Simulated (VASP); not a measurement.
# NaHf (Amm2) in VASP: single point with PBE

Aim: the single point of NaHf with PBE.

Everything below comes from runs of VASP 6.6.1. Logs are shortened: lines on timing, memory, paths and dates and some standing lists are left out, and cuts for length are marked.

### 1 The cell of the first run

The typed cell holds 2 atoms: a = 6.196 Å, b = 3.041 Å, c = 3.041 Å, α = 59.96°, β = 90.00°, γ = 90.00°.

### 2 Single point, PBE

The input, INCAR:

```
SYSTEM = NaHf
ALGO = Fast
EDIFF = 1E-6
ENCUT = 520
GGA = PE
ISIF = 2
ISMEAR = 0
LASPH = .True.
LCHARG = .False.
LREAL = .False.
LWAVE = .False.
NBANDS = 16
NELM = 80
PREC = Accurate
SIGMA = 0.1
```

The input, KPOINTS:

```
k-points
0
Gamma
  10 20 20
  0 0 0
```

The input, POSCAR:

```
NaHf
1.0
    6.1958088293      0.0000000000      0.0000000000
    0.0000000000      1.5196638412      2.6341644387
    0.0000000000     -1.5196638412      2.6341644387
Na Hf
1 1
Direct
    0.5000000000      0.0373970602      0.0373970602
    0.0000000000      0.7049424909      0.7049424909
```

Potentials or basis: VASP PAW PBE potentials, release 64 (Na_pv, Hf_pv).

Started as:

```
$ cat potpaw_PBE.64/Na_pv/POTCAR potpaw_PBE.64/Hf_pv/POTCAR > POTCAR
$ mpirun -np 1 vasp_std > vasp.out
```

OUTCAR:

```text
SYSTEM = NaHf
   EDIFF = 1E-6
   ENCUT = 520
   GGA = PE
   ISIF = 2
   ISMEAR = 0
   LASPH = .True.
   LREAL = .False.
   NELM = 80
   PREC = Accurate

 ion  position               nearest neighbor table
   1  0.500  0.037  0.037-
   2  0.000  0.705  0.705-

  LATTYP: Found a base centered orthorhombic cell.
 ALAT       =     3.0393276824
 B/A-ratio  =     1.7333862709
 C/A-ratio  =     2.0385458485

  Lattice vectors:

 A1 = (   0.0000000000,   1.5196638412,  -2.6341644387)
 A2 = (   0.0000000000,   1.5196638412,   2.6341644387)
 A3 = (   6.1958088293,   0.0000000000,   0.0000000000)

Analysis of symmetry for initial positions (statically):
=====================================================================
 Subroutine PRICEL returns:
 Original cell was already a primitive cell.

 Routine SETGRP: Setting up the symmetry group for a
 base centered orthorhombic supercell.

 Subroutine GETGRP returns: Found  4 space group operations
 (whereof  4 operations were pure point group operations)
 out of a pool of  8 trial point group operations.

The static configuration has the point symmetry C_2v.

Analysis of symmetry for dynamics (positions and initial velocities):
=====================================================================
 Subroutine PRICEL returns:
 Original cell was already a primitive cell.

 Routine SETGRP: Setting up the symmetry group for a
 base centered orthorhombic supercell.

 Subroutine GETGRP returns: Found  4 space group operations
 (whereof  4 operations were pure point group operations)
 out of a pool of  8 trial point group operations.

The dynamic configuration has the point symmetry C_2v.

 Subroutine INISYM returns: Found  4 space group operations
 (whereof  4 operations are pure point group operations),
 and found     1 'primitive' translations

----------------------------------------------------------------------------------------

                                     Primitive cell

  volume of cell :      49.6042

  direct lattice vectors                    reciprocal lattice vectors
     6.195808829  0.000000000  0.000000000     0.161399428  0.000000000  0.000000000
     0.000000000  1.519663841  2.634164439     0.000000000  0.329020134  0.189813511
     0.000000000 -1.519663841  2.634164439     0.000000000 -0.329020134  0.189813511

  length of vectors
[... 76 lines left out ...]
   ISPIN  =      1    spin polarized calculation?
   LNONCOLLINEAR =      F non collinear calculations
   LSORBIT =      F    spin-orbit coupling
   LASPH  =      T    aspherical Exc in radial PAW
   ENCUT  =  520.0 eV  38.22 Ry    6.18 a.u.  11.52  5.65  5.65*2*pi/ulx,y,z
   NELM   =     80;   NELMIN=  2; NELMDL= -5     # of ELM steps
   EDIFF  = 0.1E-05   stopping-criterion for ELM
   LREAL  =      F    real-space projection
   EDIFFG = 0.1E-04   stopping-criterion for IOM
   NSW    =      0    number of steps for IOM
   IBRION =     -1    ionic relax: 0-MD 1-quasi-New 2-CG
   NFREE  =      0    steps in history (QN), initial steepest desc. (CG)
   ISIF   =      2    stress and relaxation
   ISYM   =      2    0-nonsym 1-usesym 2-fastsym
   POTIM  = 0.5000    time-step for ionic-motion
   TEBEG  =    0.0;   TEEND  =   0.0 temperature during run
   PSTRESS=    0.0 pullay stress
   NELECT =      17.0000    total number of electrons
   NUPDOWN=      -1.0000    fix difference up-down
   EMIN   =  10.00;   EMAX   =-10.00  energy-range for DOS
   EFERMI =   0.00;   METHOD = LEGACY
   ISMEAR =     0;   SIGMA  =   0.10  broadening in eV -4-tet -1-fermi 0-gaus
   EFERMI_NEDOS =   21; number of points for ismear=-14 and -15
   IALGO  =     68    algorithm
   IMIX   =      4    mixing-type and parameters
     AMIX     =   0.40;   BMIX     =  1.00
     AMIX_MAG =   1.60;   BMIX_MAG =  1.00
  volume/ion in A,a.u.               =      24.80       167.37
  Fermi-wavevector in a.u.,A,eV,Ry     =   1.145649  2.164963 17.857812  1.312512
  Thomas-Fermi vector in A             =   2.282337
   LORBIT       =      0    0 simple, 1 ext, 2 COOP (PROOUT), +10 PAW based schemes
   GGA     = PE    functional components
   LHFCALC =     F    Hartree Fock is set to
   AEXX    =    0.0000 exact exchange contribution
   IVDW    =     0    specifies the selected vdW correction
   LEPSILON=     F    determine dielectric tensor
   LRPA    =     F    only Hartree local field effects (RPA)
 non-spin polarized calculation
 RMM-DIIS sequential band-by-band and
 Gauss-broadening in eV      SIGMA  =   0.10
  energy-cutoff  :      520.00
  volume of cell :       49.60
 maximum number of plane-waves:      1356
 NGX is ok and might be reduce to    48
   NGX = 23   NGY = 11   NGZ = 11

 number of electron      17.0000007 magnetization

 Free energy of the ion-electron system (eV)
  ---------------------------------------------------
  ext. energy  EPLUGINS =         0.00000000
  ---------------------------------------------------
  free energy    TOTEN  =       -10.16357581 eV

  energy without entropy =      -10.15116271  energy(sigma->0) =      -10.15736926

 E-fermi :   2.5486     XC(G=0):  -9.2451

 val. band max:        2.5485202915   @ k =   0.4000  -0.2500   0.0500
 cond. band min:       2.5506353597   @ k =   0.4000   0.2000   0.1000
 fundamental gap:      0.0021150683
 Fermi energy:         2.5485781173

 k-point     1 :       0.0000    0.0000    0.0000
  band No.  band energies     occupation
      1     -28.1346      2.00000
      2     -27.5312      2.00000
      3     -27.5299      2.00000
      4     -21.6213      2.00000
      5     -21.6210      2.00000
      6     -21.5980      2.00000
[... 433 lines left out ...]
      3     -27.5740      2.00000
      4     -21.6626      2.00000
      5     -21.6304      2.00000
      6     -21.5926      2.00000
[... 8 lines left out ...]
     15      11.6689      0.00000
     16      14.7420      0.00000

 [... further k-points ...]
[... 5 lines left out ...]
  --------------------------------------------------------------------------------------
  -------------------------------------------------------------------------------------
  Total       -0.0364062     -0.0808156     -0.0834846      0.0000000      0.0000000      0.0000000
  in kB       -1.1758922     -2.6102820     -2.6964882      0.0000000      0.0000000      0.0000000
  external PRESSURE =      -2.1608875 kB  Pullay stress =       0.0000000 kB

 VOLUME and BASIS-vectors are now :
 -----------------------------------------------------------------------------
  energy-cutoff  :      520.00
  volume of cell :       49.60
      direct lattice vectors                 reciprocal lattice vectors
     6.195808829  0.000000000  0.000000000     0.161399428  0.000000000  0.000000000
     0.000000000  1.519663841  2.634164439     0.000000000  0.329020134  0.189813511
     0.000000000 -1.519663841  2.634164439     0.000000000 -0.329020134  0.189813511

 POSITION                                       TOTAL-FORCE (eV/Angst)
 -----------------------------------------------------------------------------------
      3.09790      0.00000      0.19702         0.000000      0.000000      0.000310
      0.00000      0.00000      3.71387         0.000000      0.000000     -0.000310
 -----------------------------------------------------------------------------------
    total drift:                                0.000000      0.000000     -0.000116

  FREE ENERGIE OF THE ION-ELECTRON SYSTEM (eV)
  ---------------------------------------------------
  free  energy   TOTEN  =       -10.1635758115 eV

  energy  without entropy=      -10.1511627108  energy(sigma->0) =      -10.15736926
```

It took 2.9 min on 1 thread of Intel Xeon 6975P-C (Granite Rapids), shared host; peak memory 0.58 GiB.

What came out:

```yaml
Free_energy: -10.1636 eV
Pressure: -0.2 GPa
Band_gap_on_the_k_mesh: zero (an odd number of electrons rules out a gap without spin polarisation)
```

Levels at points of the mesh, in eV from the Fermi level:
```
           k point  band 7  band 8  band 9  band 10  band 11  band 12
(0.00, 0.00, 0.00)   -5.71   -2.15   -0.43     1.88     1.90     3.27
(0.50, 0.00, 0.00)   -5.42   -2.85   -0.52     1.88     1.90     4.58
(0.00, 0.50, 0.00)   -2.45   -0.91    0.73     1.27     3.72     4.54
(0.50, 0.50, 0.00)   -2.41   -1.14    1.51     1.89     2.19     3.71
(0.00, 0.50, 0.50)   -2.45   -0.91    0.73     1.26     3.73     4.53
(0.50, 0.50, 0.50)   -2.41   -1.14    1.51     1.88     2.18     3.72
```

Caveat: spin-orbit coupling is left out, which moves the levels of the heavy elements.
